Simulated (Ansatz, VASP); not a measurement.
# One calculation of Al3Cu, two programs

The input POSCAR:

```
Al3Cu
1.0
    3.9241510000      0.0000000000      0.0000000000
    0.0000000000      3.9241510000      0.0000000000
    0.0000000000      0.0000000000      3.9241510000
Al Cu
3 1
Direct
    0.0000000000      0.5000000000      0.5000000000
    0.5000000000      0.0000000000      0.5000000000
    0.5000000000      0.5000000000      0.0000000000
    0.0000000000      0.0000000000      0.0000000000
```

The input INCAR.step1:

```
SYSTEM = Al3Cu
  PREC = Accurate
  ENCUT = 520
  ISMEAR = 0
  SIGMA = 0.1
  LREAL = .FALSE.
  LASPH = .TRUE.
  NELM = 100
  NBANDS = 18
  GGA = PE
  ALGO = Normal
  EDIFF = 1E-4
  LWAVE = .TRUE.
  LCHARG = .FALSE.
```

Contents of INCAR.step2:

```
SYSTEM = Al3Cu
  PREC = Accurate
  ENCUT = 520
  EDIFF = 1E-7
  ISMEAR = 0
  SIGMA = 0.1
  LREAL = .FALSE.
  LASPH = .TRUE.
  NELM = 100
  ALGO = Normal
  ISIF = 2
  LWAVE = .FALSE.
  LCHARG = .FALSE.
  METAGGA = R2SCAN
  LMIXTAU = .TRUE.
  NBANDS = 18
  ISTART = 1
```

File KPOINTS:

```
regular mesh
0
G
  6 6 6
  0 0 0
```

Input for Ansatz:

```yaml
crystal:
  lattice:
    - [3.924151, 0.0, 0.0]
    - [0.0, 3.924151, 0.0]
    - [0.0, 0.0, 3.924151]
  atoms:
    - { symbol: Al, position: [0.0, 0.5, 0.5] }
    - { symbol: Al, position: [0.5, 0.0, 0.5] }
    - { symbol: Al, position: [0.5, 0.5, 0.0] }
    - { symbol: Cu, position: [0.0, 0.0, 0.0] }
basis:
  ecutwfc: 500
kpoints:
  mp_grid: { grid: [6, 6, 6] }
hamiltonian:
  xc: r2scan
scf:
  occupations: { method: gaussian, width: 0.1 }
output:
  forces: true
  stress: true
  eigenvalues: true
```

Alike in both runs: task single point; functional r2SCAN; k mesh 6 × 6 × 6; occupations gaussian, width 0.1 eV; no spin polarisation.

|  | VASP | Ansatz |
| --- | --- | --- |
| version | VASP 6.6.1 | Ansatz 0.2.0 |
| potentials or method | VASP PAW PBE potentials, release 64 (Al, Cu), cutoff 520 eV | scalar-relativistic, plane waves, PAW |
| valence electrons in the cell | 20 | 28 |

```tsv
	VASP	Ansatz	Ansatz less VASP
gap on the k mesh at the Fermi level (eV)	none	none	-
pressure (GPa)	-3.1	-3.0	+0.10
```

VASP's potentials were made for PBE, not for r2SCAN. A gap of «none» marks a metal or a gap that the smearing closes. The functional is the same, so the differences come from potentials, cutoffs and numerics. VASP's potentials hold 20 valence electrons a cell and Ansatz's 28, so a difference there can come from the potentials and not from the codes.
